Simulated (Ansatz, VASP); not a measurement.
**Two plane-wave programs on CsLiIr**

```xyz
6
Lattice="3.9719 0.0000 0.0000 0.0000 3.9719 0.0000 0.0000 0.0000 11.3601" Properties=species:S:1:pos:R:3 pbc="T T T"
Cs    1.9860    0.0000    8.0796
Cs    0.0000    1.9860    3.2805
Li    1.9860    0.0000    1.4714
Li    0.0000    1.9860    9.8887
Ir    0.0000    0.0000    0.0000
Ir    1.9860    1.9860    0.0000
```

Alike in both runs: functional PBE; k mesh 4 × 4 × 4; occupations gaussian, width 0.1 eV; no spin polarisation.

Ansatz relaxed the structure, and its values are those at the end. VASP's run is a single point on that final structure, the one shown.

```csv
,VASP,Ansatz
version,VASP 6.6.1,Ansatz 0.2.0
potentials or method,"VASP PAW PBE potentials, release 64 (Cs_sv, Li_sv, Ir), cutoff 750 eV","scalar-relativistic, plane waves, PAW"
valence electrons in the cell,42,58
```

```csv
,VASP,Ansatz,Ansatz less VASP
gap on the k mesh at the Fermi level (eV),none,none,-
pressure (GPa),0.1,0.1,-0.05
rms of the force components (eV/Å),0.009,0.005,-0.0044
```

A gap of «none» marks a metal or a gap that the smearing closes. VASP's potentials hold 42 valence electrons a cell and Ansatz's 58, so a difference there can come from the potentials and not from the codes.

The k mesh is coarse, so the values compare programs but aren't converged. Neither program's run includes spin-orbit coupling.
